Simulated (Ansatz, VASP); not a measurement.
# One calculation of HfSnO4, two programs

```
Hf Sn O
1.0
     3.86559    0.00000    0.00000
     0.00000    3.86559    0.00000
     0.00000    0.00000    5.61894
Hf Sn O
1 1 4
Direct
  0.00000 0.00000 0.00000
  0.50000 0.50000 0.50000
  0.00000 0.50000 0.69721
  0.50000 0.00000 0.80279
  0.50000 0.00000 0.30279
  0.00000 0.50000 0.19721
```

Alike in both runs: task single point; functional PBE; k mesh 4 × 4 × 4; occupations gaussian, width 0.1 eV; no spin polarisation.

|  | VASP | Ansatz |
| --- | --- | --- |
| version | VASP 6.6.1 | Ansatz 0.2.0 |
| potentials or method | VASP PAW PBE potentials, release 64 (Hf_pv, Sn_d, O), cutoff 520 eV | scalar-relativistic, plane waves, PAW |
| valence electrons in the cell | 48 | 64 |

```tsv
	VASP	Ansatz	Ansatz less VASP
gap on the k mesh at the Fermi level (eV)	0.45	0.46	+0.009
least direct gap on the mesh (eV)	0.48	0.49	+0.010
pressure (GPa)	-27.8	-27.0	+0.79
traceless stress, the component that is largest in VASP (GPa)	4.45	4.43	-0.024
rms of the force components (eV/Å)	0.536	0.509	-0.0275
```

Atom by atom the forces differ by 0.040 eV/Å (rms over components). VASP's potentials hold 48 valence electrons a cell and Ansatz's 64, so a difference there can come from the potentials and not from the codes.

Spin-orbit coupling is off throughout.
